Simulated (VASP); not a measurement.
# Pd (Fm-3m) in VASP: notebook, part 2 of 2

VASP 6.6.1.

## (3) Single point, PBEsol

This run uses another cell than the first one, of 14.16 Å³/atom, 1.021 times its volume.

The input, INCAR:

```
SYSTEM = Pd
ALGO = Normal ; EDIFF = 1E-6
ENCUT = 520 ; GGA = PS
ISIF = 2 ; ISMEAR = -1
LASPH = .TRUE. ; LCHARG = .FALSE.
LREAL = .FALSE. ; LWAVE = .FALSE.
NBANDS = 11 ; NELM = 60
PREC = Accurate ; SIGMA = 0.1
```

The input, KPOINTS:

```
k-points
0
G
  12 12 12
  0 0 0
```

The input, POSCAR:

```
Pd
1.0
    0.0000000000      1.9201927211      1.9201927211
    1.9201927211      0.0000000000      1.9201927211
    1.9201927211      1.9201927211      0.0000000000
Pd
1
Direct
    0.0000000000      0.0000000000      0.0000000000
```

Potentials or basis: VASP PAW PBE potentials, release 64 (Pd).

Launch:

```
$ cat potpaw_PBE.64/Pd/POTCAR > POTCAR
$ mpirun -np 1 vasp_std > vasp.out
```

OUTCAR:

```text
SYSTEM = Pd
   EDIFF = 1E-6
   ENCUT = 520
   GGA = PS
   ISIF = 2
   ISMEAR = -1
   LASPH = .TRUE.
   LREAL = .FALSE.
   NELM = 60
   PREC = Accurate

 ion  position               nearest neighbor table
   1  0.000  0.000  0.000-

  LATTYP: Found a face centered cubic cell.
 ALAT       =     3.8403854422

  Lattice vectors:

 A1 = (   0.0000000000,   1.9201927211,   1.9201927211)
 A2 = (   1.9201927211,   0.0000000000,   1.9201927211)
 A3 = (   1.9201927211,   1.9201927211,   0.0000000000)

Analysis of symmetry for initial positions (statically):
=====================================================================
 Subroutine PRICEL returns:
 Original cell was already a primitive cell.

 Routine SETGRP: Setting up the symmetry group for a
 face centered cubic supercell.

 Subroutine GETGRP returns: Found 48 space group operations
 (whereof 48 operations were pure point group operations)
 out of a pool of 48 trial point group operations.

The static configuration has the point symmetry O_h .

Analysis of symmetry for dynamics (positions and initial velocities):
=====================================================================
 Subroutine PRICEL returns:
 Original cell was already a primitive cell.

 Routine SETGRP: Setting up the symmetry group for a
 face centered cubic supercell.

 Subroutine GETGRP returns: Found 48 space group operations
 (whereof 48 operations were pure point group operations)
 out of a pool of 48 trial point group operations.

The dynamic configuration has the point symmetry O_h .

 Subroutine INISYM returns: Found 48 space group operations
 (whereof 48 operations are pure point group operations),
 and found     1 'primitive' translations

----------------------------------------------------------------------------------------

                                     Primitive cell

  volume of cell :      14.1600

[... 104 lines left out ...]
   IMIX   =      4    mixing-type and parameters
     AMIX     =   0.40;   BMIX     =  1.00
     AMIX_MAG =   1.60;   BMIX_MAG =  1.00
  volume/ion in A,a.u.               =      14.16        95.56
  Fermi-wavevector in a.u.,A,eV,Ry     =   1.457874  2.754983 28.917779  2.125397
  Thomas-Fermi vector in A             =   2.574625
   LORBIT       =      0    0 simple, 1 ext, 2 COOP (PROOUT), +10 PAW based schemes
   GGA     = PS    functional components
   LHFCALC =     F    Hartree Fock is set to
   AEXX    =    0.0000 exact exchange contribution
   IVDW    =     0    specifies the selected vdW correction
   LEPSILON=     F    determine dielectric tensor
   LRPA    =     F    only Hartree local field effects (RPA)
 non-spin polarized calculation
  energy-cutoff  :      520.00
  volume of cell :       14.16
 maximum number of plane-waves:       392
   NGX =  9   NGY =  9   NGZ =  9

 number of electron      10.0000005 magnetization

 Free energy of the ion-electron system (eV)
  ---------------------------------------------------
  ext. energy  EPLUGINS =         0.00000000
  ---------------------------------------------------
  free energy    TOTEN  =        -5.99399427 eV

  energy without entropy =       -5.93421656  energy(sigma->0) =       -5.96410542

 E-fermi :  10.3285     XC(G=0): -13.6376

 val. band max:       10.3146567278   @ k =   0.5000   0.0833   0.0000
 cond. band min:      10.3488351058   @ k =   0.5000   0.1667   0.0000
 fundamental gap:      0.0341783780
 Fermi energy:        10.3285123478

 k-point     1 :       0.0000    0.0000    0.0000
  band No.  band energies     occupation
      1       2.7640      2.00000
      2       7.2719      2.00000
      3       7.2719      2.00000
      4       7.2719      2.00000
      5       9.0142      2.00000
      6       9.0142      2.00000
      7      27.4664      0.00000
      8      32.4703      0.00000
      9      32.4703      0.00000
     10      32.4703      0.00000
     11      36.2453      0.00000
[... 309 lines left out ...]
 k-point    24 :      -0.4167    0.1667    0.0000
  band No.  band energies     occupation
      1       5.2967      2.00000
      2       6.7552      2.00000
      3       7.7969      2.00000
      4       8.2166      2.00000
      5      10.0558      1.87722
      6      13.9724      0.00000
      7      18.1626      0.00000
      8      26.3796      0.00000
      9      29.4020      0.00000
     10      30.5891      0.00000
     11      36.3115      0.00000

 [... further k-points ...]
[... 5 lines left out ...]
  --------------------------------------------------------------------------------------
  -------------------------------------------------------------------------------------
  Total        0.5058362      0.5058362      0.5058362      0.0000000      0.0000000      0.0000000
  in kB       57.2342505     57.2342505     57.2342505      0.0000000      0.0000000      0.0000000
  external PRESSURE =      57.2342505 kB  Pullay stress =       0.0000000 kB

 VOLUME and BASIS-vectors are now :
 -----------------------------------------------------------------------------
  energy-cutoff  :      520.00
  volume of cell :       14.16
      direct lattice vectors                 reciprocal lattice vectors
     0.000000000  1.920192721  1.920192721    -0.260390530  0.260390530  0.260390530
     1.920192721  0.000000000  1.920192721     0.260390530 -0.260390530  0.260390530
     1.920192721  1.920192721  0.000000000     0.260390530  0.260390530 -0.260390530

 POSITION                                       TOTAL-FORCE (eV/Angst)
 -----------------------------------------------------------------------------------
      0.00000      0.00000      0.00000         0.000000      0.000000      0.000000
 -----------------------------------------------------------------------------------
    total drift:                                0.000000      0.000000      0.000000

  FREE ENERGIE OF THE ION-ELECTRON SYSTEM (eV)
  ---------------------------------------------------
  free  energy   TOTEN  =        -5.9939942738 eV

  energy  without entropy=       -5.9342165613  energy(sigma->0) =       -5.96410542
```

stdout:

```text
POSCAR found type information on POSCAR Pd
 POSCAR found :  1 types and       1 ions
 scaLAPACK will be used
 -----------------------------------------------------------------------------
|                                                                             |
|                                                                             |
|     You enforced a specific xc type in the INCAR file but a different       |
|     I HOPE YOU KNOW WHAT YOU ARE DOING!                                     |
|                                                                             |
 -----------------------------------------------------------------------------

 LDA part: xc-table for (Slater+PW92), standard interpolation
 POSCAR, INCAR and KPOINTS ok, starting setup
 FFT: planning ... GRIDC
 FFT: planning ... GRID_SOFT
 FFT: planning ... GRID
 WAVECAR not read
 entering main loop
```

Wall time 8 s (1 thread of Intel Xeon Platinum 8259CL at 2.50GHz (Skylake/Cascade Lake), shared host); peak memory 0.13 GiB.

What came out:

```yaml
Free_energy: -5.9940 eV
Pressure: 5.7 GPa
Band_gap_on_the_k_mesh: zero (band 5 reaches 10.64 eV, above the bottom of band 6 at 8.94 eV)
```

Levels at points of the mesh, in eV from the Fermi level:
```csv
k point,band 3,band 4,band 5,band 6,band 7,band 8
"(0.00, 0.00, 0.00)",-3.06,-3.06,-1.31,-1.31,17.14,22.14
"(0.50, 0.00, 0.00)",-3.11,-0.03,-0.03,0.83,7.59,16.51
"(0.50, 0.50, 0.00)",-0.05,0.31,0.31,3.25,11.14,13.33
```

Caveat: the PAW data sets were made with another functional, which shifts forces and pressure a little.
